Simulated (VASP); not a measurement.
# Hf (Im-3m) in VASP: a series of runs

The runs below take Hf through single point, relaxation of cell and atoms, with RPBE+D4, revPBE+D4, PBEsol, PBE, PBE+D3(BJ).

All numbers are computed with VASP 6.6.1; they aren't measurements. Logs are shortened: lines on timing, memory, paths and dates and some standing lists are left out, and cuts for length are marked.

## 1. The cell of the first run

The structure is cubic, space group Im-3m (No. 229). Conventional cell: a = 3.553 Å, b = 3.553 Å, c = 3.553 Å, α = 90.00°, β = 90.00°, γ = 90.00°. Within 4.1 Å of Hf (site symmetry m-3m) lie 14 Hf at 3.08 to 3.55 Å.

## 2. Single point, RPBE+D4

INCAR

```
SYSTEM = Hf
ALGO = Fast ; EDIFF = 1E-7
ENCUT = 520 ; GGA = RP
ISIF = 2 ; ISMEAR = -1
IVDW = 13 ; LASPH = .TRUE.
LCHARG = .TRUE. ; LELF = .TRUE.
LREAL = .FALSE. ; LVHAR = .TRUE.
LWAVE = .FALSE. ; NBANDS = 11
NELM = 60 ; PREC = Accurate
SIGMA = 0.05
```

KPOINTS

```
k-points
0
G
  10 10 10
  0 0 0
```

POSCAR

```
Hf
1.0
   -1.7766919602      1.7766919602      1.7766919602
    1.7766919602     -1.7766919602      1.7766919602
    1.7766919602      1.7766919602     -1.7766919602
Hf
1
Direct
    0.0000000000      0.0000000000      0.0000000000
```

Potentials or basis: VASP PAW PBE potentials, release 64 (Hf_pv).

On the command line:

```bash
$ cat potpaw_PBE.64/Hf_pv/POTCAR > POTCAR
$ mpirun -np 1 vasp_std > vasp.out
```

OUTCAR:

```text
SYSTEM = Hf
   EDIFF = 1E-7
   ENCUT = 520
   GGA = RP
   ISIF = 2
   ISMEAR = -1
   IVDW = 13
   LASPH = .TRUE.
   LREAL = .FALSE.
   NELM = 60
   PREC = Accurate

 ion  position               nearest neighbor table
   1  0.000  0.000  0.000-

  LATTYP: Found a body centered cubic cell.
 ALAT       =     3.5533839204

  Lattice vectors:

 A1 = (  -1.7766919602,   1.7766919602,   1.7766919602)
 A2 = (   1.7766919602,  -1.7766919602,   1.7766919602)
 A3 = (   1.7766919602,   1.7766919602,  -1.7766919602)

Analysis of symmetry for initial positions (statically):
=====================================================================
 Subroutine PRICEL returns:
 Original cell was already a primitive cell.

 Routine SETGRP: Setting up the symmetry group for a
 body centered cubic supercell.

 Subroutine GETGRP returns: Found 48 space group operations
[... 9 lines left out ...]

 Routine SETGRP: Setting up the symmetry group for a
 body centered cubic supercell.

 Subroutine GETGRP returns: Found 48 space group operations
[... 11 lines left out ...]
                                     Primitive cell

  volume of cell :      22.4335

  direct lattice vectors                    reciprocal lattice vectors
    -1.776691960  1.776691960  1.776691960     0.000000000  0.281421885  0.281421885
     1.776691960 -1.776691960  1.776691960     0.281421885  0.000000000  0.281421885
     1.776691960  1.776691960 -1.776691960     0.281421885  0.281421885  0.000000000

  length of vectors
     3.077320744  3.077320744  3.077320744     0.397990646  0.397990646  0.397990646

  position of ions in fractional coordinates (direct lattice)
     0.000000000  0.000000000  0.000000000

  ion indices of the primitive-cell ions
   primitive index   ion index
                 1           1

----------------------------------------------------------------------------------------

 KPOINTS: k-points

Automatic generation of k-mesh.
 Grid dimensions read from file:
 generate k-points for:   10   10   10

 Generating k-lattice:

  Cartesian coordinates                     Fractional coordinates (reciprocal lattice)
     0.000000000  0.028142188  0.028142188     0.100000000  0.000000000  0.000000000
     0.028142188  0.000000000  0.028142188     0.000000000  0.100000000  0.000000000
     0.028142188  0.028142188  0.000000000     0.000000000  0.000000000  0.100000000

  Length of vectors
     0.039799065  0.039799065  0.039799065

  Shift w.r.t. Gamma in fractional coordinates (k-lattice)
     0.000000000  0.000000000  0.000000000

 Subroutine IBZKPT returns following result:
 ===========================================

 Found     47 irreducible k-points:

 Following reciprocal coordinates:
            Coordinates               Weight
  0.000000  0.000000  0.000000      1.000000
  0.100000  0.000000  0.000000     12.000000
  0.200000  0.000000  0.000000     12.000000
  0.300000  0.000000  0.000000     12.000000
  0.400000  0.000000  0.000000     12.000000
  0.500000  0.000000  0.000000      6.000000
[... 16 lines left out ...]
  0.300000  0.300000  0.100000      8.000000
 -0.300000  0.300000  0.100000     24.000000
 [... further k-points ...]
   k-points           NKPTS =     47   k-points in BZ     NKDIM =     47   number of bands    NBANDS=     11
   number of dos      NEDOS =    301   number of ions     NIONS =      1
   total plane-waves  NPLWV =  13824
   dimension x,y,z NGX =    24 NGY =   24 NGZ =   24
   dimension x,y,z NGXF=    48 NGYF=   48 NGZF=   48
   ions per type =               1
   NGX,Y,Z   is equivalent  to a cutoff of  12.97, 12.97, 12.97 a.u.
   NGXF,Y,Z  is equivalent  to a cutoff of  25.93, 25.93, 25.93 a.u.
 SYSTEM =  Hf
   PREC   = accura    normal or accurate (medium, high low for compatibility)
   ISTART =      0    job   : 0-new  1-cont  2-samecut
   ICHARG =      2    charge: 1-file 2-atom 10-const
   ISPIN  =      1    spin polarized calculation?
   LNONCOLLINEAR =      F non collinear calculations
   LSORBIT =      F    spin-orbit coupling
   LASPH  =      T    aspherical Exc in radial PAW
   ENCUT  =  520.0 eV  38.22 Ry    6.18 a.u.   5.72  5.72  5.72*2*pi/ulx,y,z
   NELM   =     60;   NELMIN=  2; NELMDL= -5     # of ELM steps
   EDIFF  = 0.1E-06   stopping-criterion for ELM
   LREAL  =      F    real-space projection
   EDIFFG = 0.1E-05   stopping-criterion for IOM
   NSW    =      0    number of steps for IOM
   IBRION =     -1    ionic relax: 0-MD 1-quasi-New 2-CG
   NFREE  =      0    steps in history (QN), initial steepest desc. (CG)
   ISIF   =      2    stress and relaxation
   ISYM   =      2    0-nonsym 1-usesym 2-fastsym
   POTIM  = 0.5000    time-step for ionic-motion
   TEBEG  =    0.0;   TEEND  =   0.0 temperature during run
   PSTRESS=    0.0 pullay stress
   NELECT =      10.0000    total number of electrons
   NUPDOWN=      -1.0000    fix difference up-down
   EMIN   =  10.00;   EMAX   =-10.00  energy-range for DOS
   EFERMI =   0.00;   METHOD = LEGACY
   ISMEAR =    -1;   SIGMA  =   0.05  broadening in eV -4-tet -1-fermi 0-gaus
   EFERMI_NEDOS =   21; number of points for ismear=-14 and -15
   IALGO  =     68    algorithm
   IMIX   =      4    mixing-type and parameters
     AMIX     =   0.40;   BMIX     =  1.00
     AMIX_MAG =   1.60;   BMIX_MAG =  1.00
  volume/ion in A,a.u.               =      22.43       151.39
  Fermi-wavevector in a.u.,A,eV,Ry     =   1.250574  2.363242 21.278629  1.563935
  Thomas-Fermi vector in A             =   2.384562
   LORBIT       =      0    0 simple, 1 ext, 2 COOP (PROOUT), +10 PAW based schemes
   GGA     = RP    functional components
   LHFCALC =     F    Hartree Fock is set to
   AEXX    =    0.0000 exact exchange contribution
   IVDW    =    13    specifies the selected vdW correction
   LEPSILON=     F    determine dielectric tensor
   LRPA    =     F    only Hartree local field effects (RPA)
 non-spin polarized calculation
 RMM-DIIS sequential band-by-band and
  energy-cutoff  :      520.00
  volume of cell :       22.43
 maximum number of plane-waves:       618
   NGX = 11   NGY = 11   NGZ = 11

 number of electron      10.0000001 magnetization

 Free energy of the ion-electron system (eV)
  ---------------------------------------------------
  ext. energy  EPLUGINS =         0.00000000
  ---------------------------------------------------
  free energy    TOTEN  =        -9.32495422 eV

  energy without entropy =       -9.31104585  energy(sigma->0) =       -9.31800003

 E-fermi :   4.6671     XC(G=0): -11.2086

 val. band max:        4.6426686914   @ k =   0.3000   0.1000   0.1000
 cond. band min:       4.6773766463   @ k =   0.3000   0.2000   0.0000
 fundamental gap:      0.0347079549
 Fermi energy:         4.6670594390

 k-point     1 :       0.0000    0.0000    0.0000
  band No.  band energies     occupation
      1     -25.2311      2.00000
      2     -25.2311      2.00000
      3     -25.2311      2.00000
      4      -2.3687      2.00000
      5       6.2141      0.00000
      6       6.2141      0.00000
      7       6.2141      0.00000
      8       8.9780      0.00000
      9       8.9780      0.00000
     10      17.8850      0.00000
     11      17.8850      0.00000

 k-point     2 :       0.1000    0.0000    0.0000
  band No.  band energies     occupation
      1     -25.3130      2.00000
      2     -25.2567      2.00000
      3     -25.2314      2.00000
      4      -2.0051      2.00000
      5       5.9614      0.00000
      6       6.0938      0.00000
      7       6.5745      0.00000
      8       8.6169      0.00000
      9       8.9763      0.00000
     10      18.2156      0.00000
     11      18.5720      0.00000

 k-point     3 :       0.2000    0.0000    0.0000
  band No.  band energies     occupation
      1     -25.5219      2.00000
      2     -25.3230      2.00000
      3     -25.2323      2.00000
      4      -1.0154      2.00000
      5       5.3793      0.00000
      6       5.5578      0.00000
      7       7.6244      0.00000
      8       8.3735      0.00000
      9       9.0371      0.00000
     10      17.9865      0.00000
     11      18.4635      0.00000

 k-point     4 :       0.3000    0.0000    0.0000
  band No.  band energies     occupation
      1     -25.7697      2.00000
      2     -25.4038      2.00000
      3     -25.2334      2.00000
      4       0.2457      2.00000
      5       4.7719      0.21869
      6       4.9878      0.00327
      7       8.6485      0.00000
      8       9.2529      0.00000
      9       9.2590      0.00000
     10      17.2162      0.00000
     11      17.8948      0.00000

 k-point     5 :       0.4000    0.0000    0.0000
  band No.  band energies     occupation
      1     -25.9627      2.00000
      2     -25.4683      2.00000
      3     -25.2344      2.00000
      4       1.1033      2.00000
      5       4.3438      1.99689
      6       5.1932      0.00005
      7       8.8820      0.00000
      8       9.6094      0.00000
      9      11.1555      0.00000
     10      15.7057      0.00000
     11      15.7157      0.00000

 k-point     6 :       0.5000    0.0000    0.0000
  band No.  band energies     occupation
      1     -26.0347      2.00000
      2     -25.4927      2.00000
      3     -25.2348      2.00000
      4       1.3048      2.00000
      5       4.1918      1.99985
      6       5.6736      0.00000
      7       8.8142      0.00000
      8       9.8101      0.00000
      9      12.2557      0.00000
     10      14.8401      0.00000
     11      15.0841      0.00000

 k-point     7 :       0.1000    0.1000    0.0000
  band No.  band energies     occupation
      1     -25.4568      2.00000
      2     -25.2853      2.00000
      3     -25.2509      2.00000
      4      -1.3227      2.00000
      5       5.6140      0.00000
      6       5.6638      0.00000
      7       7.3251      0.00000
      8       8.2058      0.00000
      9       9.1433      0.00000
     10      18.7508      0.00000
     11      19.4478      0.00000

 k-point     8 :       0.2000    0.1000    0.0000
  band No.  band energies     occupation
      1     -25.6706      2.00000
      2     -25.3654      2.00000
      3     -25.2597      2.00000
      4      -0.1477      2.00000
      5       4.9756      0.00417
      6       5.0819      0.00050
      7       8.1798      0.00000
      8       8.7136      0.00000
      9       9.4101      0.00000
     10      18.0442      0.00000
     11      19.1732      0.00000
[... 141 lines left out ...]
 k-point    19 :      -0.1000    0.1000    0.1000
  band No.  band energies     occupation
      1     -25.3389      2.00000
      2     -25.2827      2.00000
      3     -25.2827      2.00000
      4      -1.6504      2.00000
      5       6.0904      0.00000
      6       6.0904      0.00000
      7       6.5717      0.00000
      8       7.7778      0.00000
      9       9.3975      0.00000
     10      19.1887      0.00000
     11      19.1940      0.00000

 k-point    20 :       0.2000    0.2000    0.1000
  band No.  band energies     occupation
      1     -25.8744      2.00000
      2     -25.4785      2.00000
      3     -25.3583      2.00000
      4       2.1366      2.00000
      5       4.0339      1.99999
      6       4.2184      1.99975
      7       9.2339      0.00000
      8       9.6839      0.00000
      9      12.3032      0.00000
     10      14.5533      0.00000
     11      17.7077      0.00000

 k-point    21 :       0.3000    0.2000    0.1000
  band No.  band energies     occupation
      1     -25.8702      2.00000
      2     -25.5927      2.00000
      3     -25.3778      2.00000
      4       2.8072      2.00000
      5       3.9506      2.00000
      6       4.4936      1.93958
      7       9.4224      0.00000
      8       9.8365      0.00000
      9      12.2988      0.00000
     10      13.9106      0.00000
     11      16.6080      0.00000

 k-point    22 :      -0.2000    0.2000    0.1000
  band No.  band energies     occupation
      1     -25.5226      2.00000
      2     -25.3501      2.00000
      3     -25.2959      2.00000
      4      -0.6835      2.00000
      5       5.6505      0.00000
      6       5.6656      0.00000
      7       7.2444      0.00000
      8       7.5025      0.00000
      9       9.6803      0.00000
     10      17.9777      0.00000
     11      18.7557      0.00000

 k-point    23 :       0.3000    0.3000    0.1000
  band No.  band energies     occupation
      1     -25.7415      2.00000
      2     -25.7415      2.00000
      3     -25.4027      2.00000
      4       3.2801      2.00000
      5       4.1785      1.99989
      6       4.1785      1.99989
      7       9.7447      0.00000
      8       9.7447      0.00000
      9      11.2200      0.00000
     10      15.4029      0.00000
     11      15.4029      0.00000

 k-point    24 :      -0.3000    0.3000    0.1000
  band No.  band energies     occupation
      1     -25.7584      2.00000
      2     -25.4322      2.00000
      3     -25.2941      2.00000
      4       0.5619      2.00000
      5       4.8726      0.03229
      6       5.1019      0.00033
      7       7.6512      0.00000
      8       9.1254      0.00000
      9       9.7893      0.00000
     10      16.7811      0.00000
     11      19.0211      0.00000

 [... further k-points ...]

------------------------ aborting loop because EDIFF is reached ----------------------------------------

  DFT-D4 for vdW energy calculation

  Edisp (eV):   -0.32630

  FORCE on cell =-STRESS in cart. coord.  units (eV):
  Direction    XX          YY          ZZ          XY          YZ          ZX
  --------------------------------------------------------------------------------------
  -------------------------------------------------------------------------------------
  Total      -0.05575    -0.05575    -0.05575     0.00000     0.00000    -0.00000
  in kB      -3.98196    -3.98196    -3.98196     0.00000     0.00000    -0.00000
  external pressure =       -3.98 kB  Pullay stress =        0.00 kB

 VOLUME and BASIS-vectors are now :
 -----------------------------------------------------------------------------
  energy-cutoff  :      520.00
  volume of cell :       22.43
      direct lattice vectors                 reciprocal lattice vectors
    -1.776691960  1.776691960  1.776691960     0.000000000  0.281421885  0.281421885
     1.776691960 -1.776691960  1.776691960     0.281421885  0.000000000  0.281421885
     1.776691960  1.776691960 -1.776691960     0.281421885  0.281421885  0.000000000

 POSITION                                       TOTAL-FORCE (eV/Angst)
 -----------------------------------------------------------------------------------
      0.00000      0.00000      0.00000         0.000000      0.000000      0.000000
 -----------------------------------------------------------------------------------
    total drift:                               -0.000000      0.000000      0.000000

  FREE ENERGIE OF THE ION-ELECTRON SYSTEM (eV)
  ---------------------------------------------------
  free  energy   TOTEN  =        -9.6512503002 eV

  energy  without entropy=       -9.6373419225  energy(sigma->0) =       -9.64429611
```

It took 10 s on 1 thread of Intel Xeon 8259CL, shared host; peak memory 0.14 GiB.

What came out:

```yaml
Free_energy: -9.6513 eV
Pressure: -0.4 GPa
Band_gap_on_the_k_mesh: zero (band 5 reaches 6.21 eV, above the bottom of band 6 at 3.91 eV)
Dispersion_energy_per_atom: -0.326 eV
```

Caveat: the PAW data sets were made with another functional, which shifts forces and pressure a little; spin-orbit coupling is left out, which moves the levels of the heavy elements; pairwise dispersion overbinds metals, which lowers pressure and volume.

## 3. Single point, revPBE+D4

This run uses another cell than the first one, of 22.35 Å³/atom, 0.996 times its volume.

INCAR

```
ALGO     = Normal         # electronic algorithm
EDIFF    = 1E-7           # SCF threshold, eV
ENCUT    = 520            # plane-wave cutoff, eV
GGA      = RE             # functional
ISIF     = 2              # what is computed and relaxed
ISMEAR   = -1             # smearing method
IVDW     = 13             # dispersion correction
LASPH    = T              # aspherical terms in the spheres
LCHARG   = F              # write CHGCAR
LREAL    = F              # projectors in reciprocal space
LWAVE    = F              # write WAVECAR
NBANDS   = 11             # bands
NELM     = 100            # most SCF steps
PREC     = Accurate       # precision mode
SIGMA    = 0.05           # smearing width, eV
```

KPOINTS

```
k-points
0
Gamma
  10 10 10
```

POSCAR

```
Hf
1.0
   -1.7743959938      1.7743959938      1.7743959938
    1.7743959938     -1.7743959938      1.7743959938
    1.7743959938      1.7743959938     -1.7743959938
Hf
1
Direct
    0.0000000000      0.0000000000      0.0000000000
```

Potentials or basis: VASP PAW PBE potentials, release 64 (Hf_pv).

On the command line:

```bash
$ cat potpaw_PBE.64/Hf_pv/POTCAR > POTCAR
$ mpirun -np 1 vasp_std > vasp.out
```

Run time: 7.8 s. Hardware: 1 thread of Intel Xeon 8259CL, shared host; peak memory 0.14 GiB.

It converged, with:

- Free energy: -9.6759 eV
- Pressure: -0.4 GPa
- Band gap on the k mesh: zero (band 5 reaches 6.21 eV, above the bottom of band 6 at 3.91 eV)
- Dispersion energy per atom: -0.268 eV

Levels at points of the mesh, in eV from the Fermi level:
| k point | band 1 | band 2 | band 3 | band 4 | band 5 | band 6 | band 7 | band 8 | band 9 | band 10 |
| --- | --- | --- | --- | --- | --- | --- | --- | --- | --- | --- |
| (0.00, 0.00, 0.00) | -29.87 | -29.87 | -29.87 | -7.05 | 1.54 | 1.54 | 1.54 | 4.32 | 4.32 | 13.25 |
| (0.50, 0.00, 0.00) | -30.69 | -30.14 | -29.88 | -3.38 | -0.49 | 1.03 | 4.16 | 5.16 | 7.62 | 10.22 |
| (0.50, 0.50, 0.50) | -30.44 | -30.44 | -30.44 | -2.58 | -2.58 | 6.79 | 6.79 | 6.79 | 7.22 | 7.22 |

Caveat: the PAW data sets were made with another functional, which shifts forces and pressure a little; spin-orbit coupling is left out, which moves the levels of the heavy elements; pairwise dispersion overbinds metals, which lowers pressure and volume.

## 4. Single point, PBEsol

This run uses another cell than the first one, of 23.52 Å³/atom, 1.049 times its volume.

INCAR

```
  PREC = Accurate
  ENCUT = 520
  EDIFF = 1E-6
  ISMEAR = 0
  SIGMA = 0.1
  LREAL = F
  LASPH = T
  NELM = 100
  ALGO = Normal
  ISIF = 2
  LWAVE = F
  LCHARG = F
  GGA = PS
  NBANDS = 11
```

KPOINTS

```
regular mesh
0
Gamma
  10 10 10
```

POSCAR

```
Hf
1.0
   -1.8050000000      1.8050000000      1.8050000000
    1.8050000000     -1.8050000000      1.8050000000
    1.8050000000      1.8050000000     -1.8050000000
Hf
1
Direct
    0.0000000000      0.0000000000      0.0000000000
```

On the command line:

```bash
$ cat potpaw_PBE.64/Hf_pv/POTCAR > POTCAR
$ mpirun -np 1 vasp_std > vasp.out
```

Run time: 7 s. Hardware: 1 thread of Intel Xeon 8259CL, shared host; peak memory 0.14 GiB.

Results (log left out):

```
Free energy            : -10.2691 eV
Pressure               : -9.4 GPa
Band gap on the k mesh : zero (band 5 reaches 5.55 eV, above the bottom of band 6 at 3.38 eV)
```

Levels at points of the mesh, in eV from the Fermi level:
```csv
k point,band 2,band 3,band 4,band 5,band 6,band 7,band 8,band 9
"(0.00, 0.00, 0.00)",-29.99,-29.99,-6.88,1.46,1.46,1.46,4.11,4.11
"(0.50, 0.00, 0.00)",-30.21,-29.99,-3.24,-0.43,0.91,3.91,4.86,7.16
"(0.50, 0.50, 0.50)",-30.48,-30.48,-2.36,-2.36,6.40,6.40,6.40,6.83
```

Caveat: the PAW data sets were made with another functional, which shifts forces and pressure a little; spin-orbit coupling is left out, which moves the levels of the heavy elements.

[end of part 1 of 2]
